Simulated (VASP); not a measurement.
LaZn, 2 atoms in the cell. The structure is cubic, space group Pm-3m (No. 221). Conventional cell: a = 3.824 Å, b = 3.824 Å, c = 3.824 Å, α = 90.00°, β = 90.00°, γ = 90.00°. Within 4.4 Å of La (site symmetry m-3m) lie 8 Zn at 3.31 Å and 6 La at 3.82 Å. Zn (site symmetry m-3m) has 8 La at 3.31 Å and 6 Zn at 3.82 Å within 4.4 Å.  This cell differs from its parent crystal: volume scaled by 1.06.

```yaml
Program: VASP 6.6.1
Task: single point
Functional: LDA
Potentials_or_basis: VASP PAW LDA potentials, release 64 (La, Zn)
Cutoff: 520 eV
k_mesh: 9 × 9 × 9
Occupations: fermi-dirac, width 0.05 eV
Spin: no spin polarisation
Dipole_correction: no
Further_INCAR_settings: ALGO = Normal; EDIFF = 1e-06; NBANDS = 18
```

Potentials or basis: VASP PAW LDA potentials, release 64 (La, Zn).

The run is started by

```sh
$ cat potpaw_LDA.64/La/POTCAR potpaw_LDA.64/Zn/POTCAR > POTCAR
$ mpirun -np 1 vasp_std > vasp.out
```

Hardware: 1 thread of Intel(R) Xeon(R) Platinum 8488C (Sapphire Rapids), on a shared host.

Question: Estimate the wall time of this run.

Answer: It took 16 s on 1 thread of Intel(R) Xeon(R) Platinum 8488C (Sapphire Rapids) (shared host), peak memory 0.18 GiB. Counts: scf iterations 12, k points 35.
